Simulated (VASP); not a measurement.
Write the native input for VASP 6.6.1 that does the following.

```yaml
Task: single point
Functional: LDA
Potentials_or_basis: VASP PAW LDA potentials, release 64 (Mo_sv)
Cutoff: 520 eV
k_mesh: 2 × 2 × 2
Occupations: fermi-dirac, width 0.1 eV
Spin: no spin polarisation
Dipole_correction: no
Further_INCAR_settings: ALGO = Normal; EDIFF = 1e-06; NBANDS = 13
```

The structure of Mo lies in POSCAR:

```
Mo
1.0
   -1.5565618036      1.5565618036      1.5565618036
    1.5565618036     -1.5565618036      1.5565618036
    1.5565618036      1.5565618036     -1.5565618036
Mo
1
Direct
    0.0000000000      0.0000000000      0.0000000000
```

These files were run (other wordings do the same):

INCAR

```
SYSTEM = Mo
PREC     = Accurate       ! precision mode
ENCUT    = 520            ! plane-wave cutoff, eV
EDIFF    = 1E-6           ! SCF threshold, eV
ISMEAR   = -1             ! smearing method
SIGMA    = 0.1            ! smearing width, eV
LREAL    = .False.        ! projectors in reciprocal space
LASPH    = .True.         ! aspherical terms in the spheres
NELM     = 100            ! most SCF steps
ALGO     = Normal         ! electronic algorithm
ISIF     = 2              ! what is computed and relaxed
LWAVE    = .False.        ! write WAVECAR
LCHARG   = .True.         ! write CHGCAR
GGA      = CA             ! functional
LELF     = .True.         ! ELF
LVHAR    = .True.       
NBANDS   = 13             ! bands
```

KPOINTS

```
Automatic mesh
0
Gamma
  2 2 2
  0 0 0
```

Potentials or basis: VASP PAW LDA potentials, release 64 (Mo_sv).

Run with:

```sh
$ cat potpaw_LDA.64/Mo_sv/POTCAR > POTCAR
$ mpirun -np 1 vasp_std > vasp.out
```

Results of the run:

```
Pressure               : 9.1 GPa
Band gap on the k mesh : zero (band 7 reaches 17.44 eV, above the bottom of band 8 at 11.73 eV)
```

Caveat: the k points lie up to 1.43 Å⁻¹ apart.

Wall time 4.4 s on 1 thread of Intel Xeon 8259CL, with other jobs on the host, peak memory 0.11 GiB.
